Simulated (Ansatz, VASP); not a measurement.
One calculation of Zr, two programs

File INCAR:

```
SYSTEM = Zr
ALGO = Normal ; EDIFF = 1E-6
ENCUT = 500 ; GGA = PS
GGA_COMPAT = .FALSE. ; ISIF = 2
ISMEAR = 0 ; LASPH = .TRUE.
LCHARG = .TRUE. ; LELF = .TRUE.
LREAL = .FALSE. ; LVHAR = .TRUE.
LWAVE = .FALSE. ; NBANDS = 12
NELM = 120 ; PREC = Accurate
SIGMA = 0.15
```

Contents of KPOINTS:

```
k-points
0
G
  20 20 20
  0 0 0
```

The input POSCAR:

```
Zr
1.0
   -1.8100000000      1.8100000000      1.8100000000
    1.8100000000     -1.8100000000      1.8100000000
    1.8100000000      1.8100000000     -1.8100000000
Zr
1
Direct
    0.0000000000      0.0000000000      0.0000000000
```

Input for Ansatz:

```yaml
crystal:
  lattice:
    - [-1.81, 1.81, 1.81]
    - [1.81, -1.81, 1.81]
    - [1.81, 1.81, -1.81]
  atoms:
    - { symbol: Zr, position: [0.0, 0.0, 0.0] }
basis:
  ecutwfc: 420
kpoints:
  mp_grid: { grid: [20, 20, 20] }
hamiltonian:
  xc: pbesol
scf:
  occupations: { method: gaussian, width: 0.15 }
output:
  forces: true
  stress: true
  eigenvalues: true
```

Alike in both runs: task single point; functional PBEsol; k mesh 20 × 20 × 20; occupations gaussian, width 0.15 eV; no spin polarisation.

```csv
,VASP,Ansatz
version,VASP 6.6.1,Ansatz 0.2.0
potentials or method,"VASP PAW PBE potentials, release 64 (Zr_sv), cutoff 500 eV","scalar-relativistic, plane waves, PAW"
valence electrons in the cell,12,12
```

|  | VASP | Ansatz | Ansatz less VASP |
| --- | --- | --- | --- |
| gap on the k mesh at the Fermi level (eV) | none | none | - |
| pressure (GPa) | -6.7 | -6.8 | -0.08 |

VASP's potentials were made for PBE, not for PBEsol. A gap of «none» marks a metal or a gap that the smearing closes.
